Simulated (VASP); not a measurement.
TaN:

```xyz
2
Lattice="0.0000 2.1790 2.1790 2.1790 0.0000 2.1790 2.1790 2.1790 0.0000" Properties=species:S:1:pos:R:3 pbc="T T T"
Ta    2.1790    2.1790    2.1790
N     0.0000    0.0000    0.0000
```

```yaml
Program: VASP 6.6.1
Task: relaxation of cell and atoms
Functional: PBEsol
Potentials_or_basis: VASP PAW PBE potentials, release 64 (Ta_pv, N)
Cutoff: 600 eV
k_mesh: 10 × 10 × 10
Occupations: methfessel-paxton, width 0.05 eV
Spin: no spin polarisation
```

At the start: pressure 5.3 GPa; volume 10.35 Å³/atom.

Question: Where does the relaxation end?

Answer: Over 3 steps the energy falls by 2.4 meV/atom and the volume is 10.50 Å³/atom (+1.5 %); space group Fm-3m (No. 225, to 0.1 Å) before and after.

Step by step:
```tsv
step	energy change (eV)	largest force (eV/Å)	pressure (GPa)	volume (Å³)
1	0.0000	0.0000	5.27	20.69
2	0.0225	0.0000	-11.47	21.73
3	-0.0048	0.0000	-0.05	20.99
```

Final structure:
```yaml
crystal:
  lattice:
    - [0.00000, 2.18953, 2.18953]
    - [2.18953, 0.00000, 2.18953]
    - [2.18953, 2.18953, 0.00000]
  atoms:
    - { symbol: Ta, position: [0.50000, 0.50000, 0.50000] }
    - { symbol: N, position: [0.00000, 0.00000, 0.00000] }
```

Caveat: the highest band is partly filled, so the run has too few bands; the PAW data sets were made with another functional, which shifts forces and pressure a little.
